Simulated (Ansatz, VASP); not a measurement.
AlN in VASP and in Ansatz

POSCAR

```
AlN
1.0
    0.0000000000      2.0188684454      2.0188684454
    2.0188684454      0.0000000000      2.0188684454
    2.0188684454      2.0188684454      0.0000000000
Al N
1 1
Direct
    0.0000000000      0.0000000000      0.0000000000
    0.5000000000      0.5000000000      0.5000000000
```

Contents of INCAR.step1:

```
PREC = Accurate ; ENCUT = 520
EDIFF = 1E-5 ; ISMEAR = 0
SIGMA = 0.01 ; LREAL = False
LASPH = True ; NELM = 80
ALGO = Normal ; ISIF = 2
LWAVE = True ; LCHARG = False
NBANDS = 11 ; GGA = PE
```

Contents of INCAR.step2:

```
PREC = Accurate ; ENCUT = 520
EDIFF = 1E-6 ; ISMEAR = 0
SIGMA = 0.01 ; LREAL = False
LASPH = True ; NELM = 80
ALGO = Normal ; ISIF = 2
LWAVE = False ; LCHARG = False
GGA = PE ; LHFCALC = True
AEXX = 0.5 ; PRECFOCK = Normal
NBANDS = 11 ; ISTART = 1
```

Contents of KPOINTS:

```
regular mesh
0
Gamma
  6 6 6
```

Input for Ansatz:

```yaml
crystal:
  lattice:
    - [0.0, 2.0188684454, 2.0188684454]
    - [2.0188684454, 0.0, 2.0188684454]
    - [2.0188684454, 2.0188684454, 0.0]
  atoms:
    - { symbol: Al, position: [0.0, 0.0, 0.0] }
    - { symbol: "N", position: [0.5, 0.5, 0.5] }
kpoints:
  mp_grid: { grid: [6, 6, 6] }
hamiltonian:
  xc: { exchange: pbe, correlation: pbe, exx: { coeff: 0.5 } }
scf:
  occupations: { method: fixed }
  n_extra_bands: 4
output:
  forces: true
  stress: true
  eigenvalues: true
```

Alike in both runs: task single point; functional PBE-based global hybrid; k mesh 6 × 6 × 6; no spin polarisation.

```csv
,VASP,Ansatz
version,VASP 6.6.1,Ansatz 0.2.0
potentials or method,"VASP PAW PBE potentials, release 64 (Al, N)",plane waves
plane-wave cutoff (eV),520,420
occupations,"gaussian, width 0.01 eV",fixed
valence electrons in the cell,8,8
```

VASP gave:

| Quantity | Value |
| --- | --- |
| gap on the k mesh at the Fermi level (eV) | 8.89 |
| pressure (GPa) | -8.8 |

Problem. Estimate Ansatz's values.

Solution. gap on the k mesh at the Fermi level (eV): 9.09; pressure (GPa): -8.9.

VASP's potentials were made for PBE, not for PBE-based global hybrid. Ansatz's warnings: stress exchange threshold loose, stress scf threshold loose.

The k mesh is coarse, so the values compare programs but aren't converged.
